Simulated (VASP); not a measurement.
Runs of VASP 6.6.1 on ZnS. The structure is that of space group Cm (No. 8), or close to it. The cells are those of the table. 

```csv
level,cell,gap on the mesh (eV),pressure (GPa),largest force (eV/Å)
PBE,"a = 3.846, b = 3.846, c = 20.652 Å, angles 69.6, 69.6, 60.0°, 12 atoms",1.97,0.1,0.47
PBE,"a = 3.846, b = 3.846, c = 19.294 Å, angles 80.0, 80.0, 60.0°, 12 atoms",1.54,-0.3,0.59
PBE,"a = 3.846, b = 3.846, c = 19.548 Å, angles 77.2, 77.2, 60.0°, 12 atoms",(a),-0.3,0.49
PBE+D3(BJ),"a = 3.846, b = 3.846, c = 19.294 Å, angles 80.0, 80.0, 60.0°, 12 atoms",1.54,-2.9,0.59
```

Alike in all rows: task single point; potentials or basis VASP PAW PBE potentials, release 64 (Zn, S); no spin polarisation; k mesh 8 × 8 × 2; cutoff (eV) 520; smearing gaussian 0.05 eV.

Q: Fill in the values left out.

A: (a) 1.47.

Caveats: three body term missing (at least some runs).

A k mesh can miss the band edges.
